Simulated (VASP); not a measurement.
Set up this calculation in VASP 6.6.1, as the native input.

| Property | Result |
| --- | --- |
| Task | single point |
| Functional | PBE |
| Potentials or basis | VASP PAW PBE potentials, release 64 (Nb_sv, N) |
| Cutoff | 520 eV |
| k mesh | 6 × 6 × 2 |
| Occupations | gaussian, width 0.1 eV |
| Spin | no spin polarisation |
| Dipole correction | no |
| Further INCAR settings | ALGO = Normal; EDIFF = 1e-06; NBANDS = 44 |

The structure of Nb5N lies in POSCAR:

```
Nb5N
1.0
    3.3386069284      0.0000000000      0.0000000000
   -1.6693034642      2.8913184133      0.0000000000
    0.0000000000      0.0000000000     11.2338368504
Nb N
5 1
Direct
    0.6666666667      0.3333333333      0.0000000000
    0.0000000000      0.0000000000      0.7935672648
    0.0000000000      0.0000000000      0.2064327352
    0.6666666667      0.3333333333      0.3902520325
    0.6666666667      0.3333333333      0.6097479675
    0.0000000000      0.0000000000      0.0000000000
```

The cell was generated, and may not be a known phase.

One way to write it, as run:

INCAR

```
PREC = Accurate ; ENCUT = 520
EDIFF = 1E-6 ; ISMEAR = 0
SIGMA = 0.1 ; LREAL = False
LASPH = True ; NELM = 60
ALGO = Normal ; ISIF = 2
LWAVE = False ; LCHARG = False
GGA = PE ; NBANDS = 44
```

KPOINTS

```
regular mesh
0
Gamma
  6 6 2
```

Potentials or basis: VASP PAW PBE potentials, release 64 (Nb_sv, N).

Command:

```sh
$ cat potpaw_PBE.64/Nb_sv/POTCAR potpaw_PBE.64/N/POTCAR > POTCAR
$ mpirun -np 1 vasp_std > vasp.out
```

Results of the run:

```yaml
Pressure: -0.5 GPa
Largest_force: 0.006 eV/Å
Band_gap_on_the_k_mesh: zero (bands 35 and 36 overlap by 0.48 eV)
```

Caveat: the k points lie up to 0.36 Å⁻¹ apart.

Wall time 68 s on 1 thread of AMD EPYC 9R45 96-Core Processor (Zen 5) (shared host), peak memory 0.22 GiB.
